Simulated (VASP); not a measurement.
Input of a VASP 6.6.1 run:

INCAR

```
ALGO     = Normal         # electronic algorithm
EDIFF    = 1E-6           # SCF threshold, eV
ENCUT    = 500            # plane-wave cutoff, eV
GGA      = PE             # functional
GGA_COMPAT= False        
ISIF     = 2              # what is computed and relaxed
ISMEAR   = 0              # smearing method
LASPH    = True           # aspherical terms in the spheres
LCHARG   = True           # write CHGCAR
LELF     = True           # ELF
LMAXMIX  = 6              # l up to which the mixer works
LREAL    = False          # projectors in reciprocal space
LVHAR    = True         
LWAVE    = False          # write WAVECAR
NBANDS   = 26             # bands
NELM     = 200            # most SCF steps
PREC     = Accurate       # precision mode
SIGMA    = 0.1            # smearing width, eV
```

The input KPOINTS:

```
k-points
0
Gamma
  6 6 4
```

The input POSCAR:

```
Sm3H2
1.0
    4.9681051900      0.0000000000      0.0000000000
   -2.4840525900      4.3025053000      0.0000000000
    0.0000000000      0.0000000000      4.6404321100
Sm H
3 2
Direct
    0.3333333300      0.6666666700      0.5000000000
    0.6666666700      0.3333333300      0.5000000000
    0.0000000000      0.0000000000      0.5000000000
    0.0000000000      0.0000000000      0.9005827900
    0.0000000000      0.0000000000      0.0994172100
```

Potentials or basis: VASP PAW PBE potentials, release 64 (Sm_3, H), 4f in core.

Launch:

```bash
$ cat potpaw_PBE.64/Sm_3/POTCAR potpaw_PBE.64/H/POTCAR > POTCAR
$ mpirun -np 1 vasp_std > vasp.out
```

**Question.** Predict the largest force.

**Answer.** 2.895 eV/Å.

**Question.** What does it give for the band gap on the k mesh?

**Answer.** Zero (an odd number of electrons rules out a gap without spin polarisation).

**Question.** Estimate the pressure.

**Answer.** 18.8 GPa.

Forces on the atoms (eV/Å):
```
Sm   0.000  0.000  0.000
Sm   0.000  0.000  0.000
Sm   0.000  0.000  0.000
H    0.000  0.000  2.895
H    0.000  0.000 -2.895
```

Caveat: the stress differs along the axes, from 6 to 25 GPa; spin-orbit coupling is left out, which moves the levels of the heavy elements; the 4f electrons are frozen in the core, so they carry no moment and show no levels; forces of over 1 eV/Å act on the atoms, so gaps and moduli don't describe the material at rest. Spin polarisation is off, so any magnetic state and its effect on volume and gap are missing.
